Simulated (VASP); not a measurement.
Runs of VASP 6.6.1 on GeMo2. The structure is that of space group P4/mmm (No. 123), or close to it. The cells are those of the table. 

```csv
task,spin,cell,cutoff (eV),gap on the mesh (eV),pressure (GPa)
single point,off,"a = 3.559, b = 3.559, c = 4.949 Å, 3 atoms",520,none,0.4
single point,"collinear, ferromagnetic start","a = 3.559, b = 3.559, c = 4.949 Å, 3 atoms",520,none,0.3
relaxation of cell and atoms,off,"relaxed from a = 3.616, b = 3.616, c = 4.337 Å, 3 atoms",600,none,0.1
single point,off,"a = 3.616, b = 3.616, c = 4.337 Å, 3 atoms",520,none,(a)
```

Alike in all rows: level PBE; potentials or basis VASP PAW PBE potentials, release 64 (Ge_d, Mo_sv); k mesh 6 × 6 × 4; smearing gaussian 0.1 eV.

Problem. Estimate the missing entries.

Solution. (a) 21.9.

Caveats: some runs use coarse meshes.

A k mesh can miss the band edges, and the runs leave out spin-orbit coupling on Ge, Mo.

A gap of «none» marks levels without a gap at the run's occupations.
